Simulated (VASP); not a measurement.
# SrO in VASP: notebook, part 2 of 2

VASP 6.6.1.

## Step 3: Single point, r2SCAN (volume scaled by 1.070)

Input file POSCAR:

```
SrO
1.0
    0.0000000000      2.8558600240      2.8558600240
    2.8558600240      0.0000000000      2.8558600240
    2.8558600240      2.8558600240      0.0000000000
Sr O
1 1
Direct
    0.0000000000      0.0000000000      0.0000000000
    0.2500000000      0.2500000000      0.2500000000
```

Input file INCAR.step1:

```
SYSTEM = SrO
PREC = Accurate
ENCUT = 520
ISMEAR = 0
SIGMA = 0.05
LREAL = .False.
LASPH = .True.
NELM = 100
NBANDS = 15
GGA = PE
ALGO = Normal
EDIFF = 1E-4
LWAVE = .True.
LCHARG = .False.
```

Input file INCAR.step2:

```
SYSTEM = SrO
PREC = Accurate
ENCUT = 520
EDIFF = 1E-7
ISMEAR = 0
SIGMA = 0.05
LREAL = .False.
LASPH = .True.
NELM = 100
ALGO = Normal
ISIF = 2
LWAVE = .False.
LCHARG = .False.
METAGGA = R2SCAN
LMIXTAU = .True.
NBANDS = 15
ISTART = 1
```

Input file KPOINTS:

```
regular mesh
0
Gamma
  8 8 8
  0 0 0
```

Potentials or basis: VASP PAW PBE potentials, release 64 (Sr_sv, O).

The run is started by

```
$ cat potpaw_PBE.64/Sr_sv/POTCAR potpaw_PBE.64/O/POTCAR > POTCAR
$ cp INCAR.step1 INCAR
$ mpirun -np 1 vasp_std > vasp.out
$ cp INCAR.step2 INCAR
$ mpirun -np 1 vasp_std > vasp.out
```

OUTCAR:

```text
SYSTEM = SrO
   PREC = Accurate
   ENCUT = 520
   EDIFF = 1E-7
   ISMEAR = 0
   LREAL = .False.
   LASPH = .True.
   NELM = 100
   ISIF = 2
   METAGGA = R2SCAN
   ISTART = 1

 ion  position               nearest neighbor table
   1  0.000  0.000  0.000-   2 2.47   2 2.47   2 2.47   2 2.47
   2  0.250  0.250  0.250-   1 2.47   1 2.47   1 2.47   1 2.47

  LATTYP: Found a face centered cubic cell.
 ALAT       =     5.7117200480

  Lattice vectors:

[... 617 lines left out ...]
 [... further k-points ...]

------------------------ aborting loop because EDIFF is reached ----------------------------------------

  FORCE on cell =-STRESS in cart. coord.  units (eV):
  Direction    XX          YY          ZZ          XY          YZ          ZX
  --------------------------------------------------------------------------------------
  -------------------------------------------------------------------------------------
  Total       -1.0237930     -1.0237930     -1.0237930      0.0000000     -0.0000000      0.0000000
  in kB      -35.2112931    -35.2112931    -35.2112931      0.0000000     -0.0000000      0.0000000
  external PRESSURE =     -35.2112931 kB  Pullay stress =       0.0000000 kB

 VOLUME and BASIS-vectors are now :
 -----------------------------------------------------------------------------
  energy-cutoff  :      520.00
  volume of cell :       46.58
      direct lattice vectors                 reciprocal lattice vectors
     0.000000000  2.855860024  2.855860024    -0.175078609  0.175078609  0.175078609
     2.855860024  0.000000000  2.855860024     0.175078609 -0.175078609  0.175078609
     2.855860024  2.855860024  0.000000000     0.175078609  0.175078609 -0.175078609

 POSITION                                       TOTAL-FORCE (eV/Angst)
 -----------------------------------------------------------------------------------
      0.00000      0.00000      0.00000         0.000000      0.000000     -0.000000
      1.42793      1.42793      1.42793        -0.000000     -0.000000      0.000000
 -----------------------------------------------------------------------------------
    total drift:                               -0.000000     -0.000000     -0.000000

  FREE ENERGIE OF THE ION-ELECTRON SYSTEM (eV)
  ---------------------------------------------------
  free  energy   TOTEN  =       -26.6022504441 eV

  energy  without entropy=      -26.6022504441  energy(sigma->0) =      -26.60225044
```

OUTCAR.step1:

```text
SYSTEM = SrO
   PREC = Accurate
   ENCUT = 520
   ISMEAR = 0
   LREAL = .False.
   LASPH = .True.
[... 653 lines left out ...]
      0.00000      0.00000      0.00000        -0.000000     -0.000000     -0.000000
      1.42793      1.42793      1.42793         0.000000      0.000000      0.000000
 -----------------------------------------------------------------------------------
    total drift:                               -0.000000     -0.000000     -0.000000

  FREE ENERGIE OF THE ION-ELECTRON SYSTEM (eV)
  ---------------------------------------------------
  free  energy   TOTEN  =       -11.7506633603 eV

  energy  without entropy=      -11.7506633603  energy(sigma->0) =      -11.75066336
```

OSZICAR.step1:

```text
N       E                     dE             d eps       ncg     rms          rms(c)
DAV:   1     0.753064575282E+02    0.75306E+02   -0.80400E+03   870   0.998E+02
DAV:   2    -0.105756796250E+02   -0.85882E+02   -0.77710E+02  1237   0.211E+02
DAV:   3    -0.147572153929E+02   -0.41815E+01   -0.41569E+01  1097   0.441E+01
DAV:   4    -0.148888484782E+02   -0.13163E+00   -0.13161E+00  1200   0.729E+00
DAV:   5    -0.148907923602E+02   -0.19439E-02   -0.19439E-02  1149   0.719E-01    0.158E+01
DAV:   6    -0.119859971853E+02    0.29048E+01   -0.10727E+01   884   0.219E+01    0.171E+01
DAV:   7    -0.117732102152E+02    0.21279E+00   -0.66893E-01   919   0.639E+00    0.850E+00
DAV:   8    -0.117390059427E+02    0.34204E-01   -0.15810E-01  1003   0.367E+00    0.139E+00
DAV:   9    -0.117469057881E+02   -0.78998E-02   -0.73970E-03  1209   0.672E-01    0.343E-01
DAV:  10    -0.117504534471E+02   -0.35477E-02   -0.29461E-03   912   0.347E-01    0.608E-02
DAV:  11    -0.117505848645E+02   -0.13142E-03   -0.14022E-04  1063   0.728E-02    0.543E-02
DAV:  12    -0.117506633603E+02   -0.78496E-04   -0.10194E-04   864   0.634E-02
   1 F= -.11750663E+02 E0= -.11750663E+02  d E =-.941379E-25
```

Run time: 45 s. Hardware: 1 thread of Intel Xeon 6975P-C (Granite Rapids), shared host; peak memory 0.18 GiB.

What came out:

| Quantity | Value |
| --- | --- |
| Free energy | -26.6023 eV |
| Pressure | -3.5 GPa |
| Band gap on the k mesh | 2.72 eV, indirect (least direct gap 3.43 eV) |

Caveat: the cell differs from its parent crystal (volume scaled by 1.070); the PAW data sets were made with another functional, which shifts forces and pressure a little. A k mesh can miss the band edges.

## Step 4: Single point, r2SCAN

This run uses another cell than the first one, of 21.77 Å³/atom, 0.962 times its volume.

Input file POSCAR:

```
SrO
1.0
   -0.0139608650      2.7921730098      2.7921730098
    2.7921730098     -0.0139608650      2.7921730098
    2.7782121448      2.7782121448      0.0000000000
Sr O
1 1
Direct
    0.0000000000      0.0000000000      0.0000000000
    0.2500000000      0.2500000000      0.2500000000
```

Input file INCAR.step1:

```
SYSTEM = SrO
PREC = Accurate
ENCUT = 520
ISMEAR = 0
SIGMA = 0.05
LREAL = .FALSE.
LASPH = .TRUE.
NELM = 60
NBANDS = 15
GGA = PE
ALGO = Normal
EDIFF = 1E-4
LWAVE = .TRUE.
LCHARG = .FALSE.
```

Input file INCAR.step2:

```
SYSTEM = SrO
PREC = Accurate
ENCUT = 520
EDIFF = 1E-6
ISMEAR = 0
SIGMA = 0.05
LREAL = .FALSE.
LASPH = .TRUE.
NELM = 60
ALGO = Normal
ISIF = 2
LWAVE = .FALSE.
LCHARG = .TRUE.
METAGGA = R2SCAN
LMIXTAU = .TRUE.
LELF = .TRUE.
LVHAR = .TRUE.
NBANDS = 15
ISTART = 1
```

Input file KPOINTS:

```
Automatic mesh
0
G
  8 8 8
  0 0 0
```

The run is started by

```
$ cat potpaw_PBE.64/Sr_sv/POTCAR potpaw_PBE.64/O/POTCAR > POTCAR
$ cp INCAR.step1 INCAR
$ mpirun -np 1 vasp_std > vasp.out
$ cp INCAR.step2 INCAR
$ mpirun -np 1 vasp_std > vasp.out
```

Wall time 2 min (1 thread of Intel Xeon 6975P-C (Granite Rapids), shared host); peak memory 0.21 GiB.

Results (log left out):

| Quantity | Value |
| --- | --- |
| Free energy | -26.6311 eV |
| Pressure | 0.5 GPa |
| Largest force | 0.056 eV/Å |
| Band gap on the k mesh | 2.90 eV, indirect (least direct gap 3.74 eV) |

Forces on the atoms (eV/Å):
```
Sr   0.000  0.000 -0.056
O    0.000  0.000  0.056
```

Stress tensor (GPa, compression positive):
```
0.47 0.47 0.00
0.47 0.47 0.00
0.00 0.00 0.47
```

Levels at points of the mesh, in eV from the valence-band top:
```csv
k point,band 4,band 5,band 6,band 7,band 8,band 9,band 10,band 11,band 12,band 13
"(0.00, 0.00, 0.00)",-14.55,-14.55,-0.86,-0.85,-0.84,2.90,8.68,8.68,9.95,10.00
"(0.50, 0.00, 0.00)",-14.64,-13.69,-0.72,-0.54,-0.52,5.65,7.64,8.17,8.24,10.53
"(0.50, 0.50, 0.00)",-14.78,-13.36,-1.40,-0.01,-0.01,4.91,6.22,10.31,10.59,10.61
"(0.00, 0.00, 0.50)",-14.65,-13.68,-0.69,-0.54,-0.52,5.63,7.64,8.15,8.22,10.53
"(0.50, 0.00, 0.50)",-14.78,-13.36,-1.40,-0.01,-0.01,4.91,6.22,10.30,10.60,10.60
```

Caveat: the PAW data sets were made with another functional, which shifts forces and pressure a little.

## Step 5: Summary

```csv
cell,gap on the mesh (eV),pressure (GPa)
"a = 4.001 Å, angles 60.0°, 2 atoms",2.80,-2.0
"a = 4.039 Å, angles 60.0°, 2 atoms",2.72,-3.5
"a = 3.949, b = 3.949, c = 3.929 Å, angles 60.2, 60.2, 60.3°, 2 atoms",2.90,0.5
```

Alike in all rows: task single point; level r2SCAN; potentials or basis VASP PAW PBE potentials, release 64 (Sr_sv, O); no spin polarisation; k mesh 8 × 8 × 8; cutoff (eV) 520; smearing gaussian 0.05 eV.

Caveats: the PAW data sets were made with another functional, which shifts forces and pressure a little.

Absolute energies hang on the potentials; compare differences alone.
